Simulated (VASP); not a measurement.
## VWC2: single point with PBEsol

Crystal: VWC2.

```
W V C
1.0
     1.51704    0.87586    4.93389
    -1.51704    0.87586    4.93389
     0.00000   -1.75173    4.93389
W V C
1 1 2
Direct
  0.00000 0.00000 0.00000
  0.50000 0.50000 0.50000
  0.24649 0.24649 0.24649
  0.75351 0.75351 0.75351
```

```json
{
 "Program": "VASP 6.6.1",
 "Task": "single point",
 "Functional": "PBEsol",
 "Potentials or basis": "VASP PAW PBE potentials, release 64 (W_sv, V_sv, C)",
 "Cutoff": "520 eV",
 "k mesh": "10 × 10 × 10",
 "Occupations": "fermi-dirac, width 0.05 eV",
 "Spin": "collinear spin, ferromagnetic start",
 "Starting moments": "[0.0, 2.0, 0.0, 0.0] μB"
}
```

* Pressure: -9.8 GPa
* Largest force: 0.089 eV/Å
* Net moment: 0.00 μB per cell
* Valence electrons inside the program's atomic spheres: W 12.13; V 11.69; C 2.41

Forces on the atoms (eV/Å):
```
W    0.000  0.000  0.000
V    0.000  0.000  0.000
C    0.000  0.000  0.089
C    0.000  0.000 -0.089
```

Stress tensor (GPa, compression positive):
```
 -9.67   0.00   0.00
  0.00  -9.67   0.00
  0.00   0.00 -10.11
```

Levels at points of the mesh, in eV from the Fermi level:
Spin up:
| k point | band 16 | band 17 | band 18 | band 19 | band 20 | band 21 |
| --- | --- | --- | --- | --- | --- | --- |
| (0.00, 0.00, 0.00) | -1.76 | -0.46 | -0.46 | -0.05 | -0.05 | 0.00 |
| (0.50, 0.00, 0.00) | -3.70 | -0.85 | -0.55 | 0.90 | 1.53 | 2.13 |
| (0.50, 0.50, 0.00) | -1.80 | -1.75 | 0.69 | 0.91 | 0.99 | 1.65 |
| (0.50, 0.50, 0.50) | -3.65 | -0.58 | -0.58 | -0.36 | -0.36 | 0.62 |
Spin down:
```
           k point  band 15  band 16  band 17  band 18  band 19  band 20  band 21  band 22
(0.00, 0.00, 0.00)    -1.84    -1.76    -0.46    -0.46    -0.05    -0.05     0.00     1.08
(0.50, 0.00, 0.00)    -4.53    -3.70    -0.85    -0.55     0.90     1.53     2.13     3.04
(0.50, 0.50, 0.00)    -4.44    -1.80    -1.75     0.69     0.91     0.99     1.65     2.31
(0.50, 0.50, 0.50)    -3.65    -3.65    -0.58    -0.58    -0.36    -0.36     0.62     1.21
```

Wall time 19 min on 1 thread of Intel Xeon 8259CL, with other jobs on the host, peak memory 0.45 GiB.

Caveat: the cell stands under tension; the moments typed at the start vanished in this run; the PAW data sets were made with another functional, which shifts forces and pressure a little; spin-orbit coupling is left out, which moves the levels of the heavy elements.
